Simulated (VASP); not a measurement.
A run of VASP 6.6.1 is set up as follows.

Contents of POSCAR:

```
Ag
1.0
    0.0000000000      2.0431000000      2.0431000000
    2.0431000000      0.0000000000      2.0431000000
    2.0431000000      2.0431000000      0.0000000000
Ag
1
Direct
    0.0000000000      0.0000000000      0.0000000000
```

File INCAR.step1:

```
PREC = Accurate
ENCUT = 550
ISMEAR = -1
SIGMA = 0.05
LREAL = False
LASPH = True
NELM = 120
GGA = PE
ALGO = Normal
EDIFF = 1E-5
LWAVE = True
LCHARG = False
GGA_COMPAT = False
IBRION = 2
ISIF = 3
EDIFFG = -0.005
NELMIN = 4
NSW = 100
```

INCAR.step2

```
PREC = Accurate
ENCUT = 550
EDIFF = 1E-7
ISMEAR = -1
SIGMA = 0.05
LREAL = False
LASPH = True
NELM = 120
ALGO = Normal
ISIF = 3
LWAVE = False
LCHARG = False
METAGGA = R2SCAN
LMIXTAU = True
IBRION = 2
NSW = 80
EDIFFG = -0.01
ISTART = 1
GGA_COMPAT = False
NELMIN = 4
```

Contents of KPOINTS:

```
Automatic mesh
0
Gamma
  16 16 16
```

Potentials or basis: VASP PAW PBE potentials, release 64 (Ag).

Command:

```sh
$ cat potpaw_PBE.64/Ag/POTCAR > POTCAR
$ cp INCAR.step1 INCAR
$ mpirun -np 1 vasp_std > vasp.out
$ cp INCAR.step2 INCAR
$ mpirun -np 1 vasp_std > vasp.out
```

Question: What does it give for the relaxed cell?

Answer: a = 2.903 Å, b = 2.903 Å, c = 2.903 Å, α = 60.00°, β = 60.00°, γ = 60.00°.

Question: Estimate the relaxed volume.

Answer: 17.30 Å³/atom.

Question: Predict the space group after relaxing (to 0.05 Å).

Answer: Fm-3m (No. 225).

Step by step:
```csv
step,energy change (eV),largest force (eV/Å),pressure (GPa),volume (Å³)
1,0.0000,0.0000,1.56,17.06
2,-0.0007,0.0000,-0.95,17.47
3,-0.0012,0.0000,0.04,17.30
```

Caveat: the PAW data sets were made with another functional, which shifts forces and pressure a little. Zero-point motion and thermal expansion aren't in these numbers.
